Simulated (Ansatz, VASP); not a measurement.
## Be2ZnN2: VASP beside Ansatz

```
CELL_PARAMETERS angstrom
-1.36822 1.36822 5.73232
1.36822 -1.36822 5.73232
1.36822 1.36822 -5.73232
ATOMIC_POSITIONS crystal
Be 0.30997 0.30997 0.00000
Be 0.69003 0.69003 0.00000
Zn 0.00000 0.00000 0.00000
N 0.16059 0.16059 0.00000
N 0.83941 0.83941 0.00000
```

Alike in both runs: functional PBE; k mesh 18 × 18 × 18; occupations gaussian, width 0.1 eV; no spin polarisation.

Ansatz relaxed the structure, and its values are those at the end. VASP's run is a single point on that final structure, the one shown.

|  | VASP | Ansatz |
| --- | --- | --- |
| version | VASP 6.6.1 | Ansatz 0.2.0 |
| potentials or method | VASP PAW PBE potentials, release 64 (Be, Zn, N), cutoff 520 eV | scalar-relativistic, plane waves, PAW |
| valence electrons in the cell | 26 | 26 |

Ansatz gave:

* gap on the k mesh at the Fermi level (eV): none
* pressure (GPa): 0.0
* rms of the force components (eV/Å): 0.000

Problem. Estimate VASP's values.

Solution. gap on the k mesh at the Fermi level (eV): none; pressure (GPa): 0.7; rms of the force components (eV/Å): 0.035.

A gap of «none» marks a metal or a gap that the smearing closes. The functional is the same, so the differences come from potentials, cutoffs and numerics.
